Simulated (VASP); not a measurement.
**SiS2: electric field gradients with r2SCAN**

The system is SiS2.

```
Si S
1.0
    -2.87469    4.91045    2.77435
     2.87469   -4.91045    2.77435
     2.87469    4.91045   -2.77435
Si S
2 4
Cartesian
  0.0000 0.0000 4.1615
  0.0000 0.0000 1.3872
  1.7043 3.7690 2.7744
  1.1704 1.1415 0.0000
  1.7043 6.0519 0.0000
  1.1704 -1.1415 2.7744
```

- Program: VASP 6.6.1
- Task: electric field gradients
- Functional: r2SCAN
- Potentials or basis: VASP PAW PBE potentials, release 64 (Si, S)
- Cutoff: 440 eV
- k mesh: 8 × 8 × 8
- Occupations: fermi-dirac, width 0.01 eV
- Spin: no spin polarisation
- Dipole correction: no
- Further INCAR settings: ALGO = Normal; EDIFF = 1e-08; NBANDS = 25

```json
{"Pressure": "-1.0 GPa", "Largest force": "0.332 eV/Å", "Band gap on the k mesh": "3.24 eV, indirect (least direct gap 3.50 eV)"}
```

Forces on the atoms (eV/Å):
```
Si   0.000  0.000  0.000
Si   0.000  0.000  0.000
S    0.241  0.229  0.000
S   -0.241 -0.229  0.000
S    0.241 -0.229  0.000
S   -0.241  0.229  0.000
```

Stress tensor (GPa, compression positive):
```
-1.07  0.00  0.00
 0.00 -0.98  0.00
 0.00  0.00 -1.06
```

Levels at points of the mesh, in eV from the valence-band top:
| k point | band 14 | band 15 | band 16 | band 17 | band 18 | band 19 |
| --- | --- | --- | --- | --- | --- | --- |
| (0.00, 0.00, 0.00) | -0.88 | -0.79 | -0.42 | 4.04 | 4.44 | 4.54 |
| (0.50, 0.00, 0.00) | -1.19 | -0.71 | -0.71 | 3.85 | 3.85 | 5.49 |
| (0.00, 0.50, 0.00) | -0.92 | -0.68 | -0.68 | 3.78 | 3.78 | 5.20 |
| (0.50, 0.50, 0.00) | -1.37 | -1.07 | -0.02 | 4.39 | 5.09 | 5.32 |
| (0.50, 0.50, 0.50) | -1.93 | -1.41 | -0.18 | 3.32 | 4.44 | 4.74 |

Electric field gradients, principal values (V/Å²):
| atom | least | middle | greatest (by size) |
| --- | --- | --- | --- |
| 1 Si | 1.981 | 3.886 | -5.867 |
| 2 Si | 1.981 | 3.886 | -5.867 |
| 3 S | 25.090 | 101.118 | -126.208 |
| 4 S | 25.090 | 101.118 | -126.208 |
| 5 S | 25.090 | 101.118 | -126.208 |
| 6 S | 25.090 | 101.118 | -126.208 |

Wall time 24 min on 1 thread of Intel(R) Xeon(R) Platinum 8488C (Sapphire Rapids) (shared host), peak memory 0.48 GiB.

Caveat: without QUAD_EFG the Cq values of the log hold for a quadrupole moment of 1 mb, not for the nuclei; the PAW data sets were made with another functional, which shifts forces and pressure a little. r2SCAN opens gaps a little over a GGA but as a rule still falls short of measured ones.
